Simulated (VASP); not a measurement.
The system is Sc.

```xyz
2
Lattice="3.2759 0.0000 0.0000 -1.6380 2.8370 0.0000 0.0000 0.0000 5.2733" Properties=species:S:1:pos:R:3 pbc="T T T"
Sc    1.6380    0.9457    3.9550
Sc    0.0000    1.8913    1.3183
```

Base run:

| Quantity | Value |
| --- | --- |
| Program | VASP 6.6.1 |
| Functional | PBEsol |
| Potentials or basis | VASP PAW PBE potentials, release 64 (Sc_sv) |
| Cutoff | 500 eV |
| k mesh | 8 × 8 × 4 |
| Occupations | fermi-dirac, width 0.05 eV |
| Spin | no spin polarisation |

Its results: band gap on the k mesh zero (band 11 reaches 4.47 eV, above the bottom of band 12 at 3.17 eV); pressure -1.9 GPa.

Problem. The run is repeated on the same cell with these changes: functional from PBEsol to PBE; cutoff from 500 eV to 520 eV. What comes out?

Solution. Band gap on the k mesh zero (band 11 reaches 4.58 eV, above the bottom of band 12 at 3.27 eV); pressure 0.3 GPa.

PBE binds less tightly than PBEsol, so the same cell stands under more pressure.

Caveats: the PAW data sets were made with another functional, which shifts forces and pressure a little (some runs).
